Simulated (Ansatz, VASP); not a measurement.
## One calculation of PbS, two programs

```xyz
4
Lattice="-1.9340 1.9340 7.2807 1.9340 -1.9340 7.2807 1.9340 1.9340 -7.2807" Properties=species:S:1:pos:R:3 pbc="T T T"
Pb    0.0000    0.0000    4.2477
Pb    1.9340    0.0000    0.6074
S     0.0000    0.0000   10.3136
S     1.9340    0.0000    6.6733
```

Alike in both runs: functional PBE; k mesh 10 × 10 × 10; occupations gaussian, width 0.02 eV; no spin polarisation.

Ansatz relaxed the structure, and its values are those at the end. VASP's run is a single point on that final structure, the one shown.

|  | VASP | Ansatz |
| --- | --- | --- |
| version | VASP 6.6.1 | Ansatz 0.2.0 |
| potentials or method | VASP PAW PBE potentials, release 64 (Pb_d, S), cutoff 520 eV | scalar-relativistic, plane waves, PAW |
| valence electrons in the cell | 40 | 40 |

|  | VASP | Ansatz | Ansatz less VASP |
| --- | --- | --- | --- |
| gap on the k mesh at the Fermi level (eV) | 0.76 | 0.75 | -0.004 |
| least direct gap on the mesh (eV) | 1.76 | 1.76 | -0.004 |
| pressure (GPa) | 0.0 | 0.0 | +0.06 |
| rms of the force components (eV/Å) | 0.004 | 0.003 | -0.0004 |

With one functional, cell and mesh, what is left measures potentials, basis and numerics.

Spin-orbit coupling is off throughout.
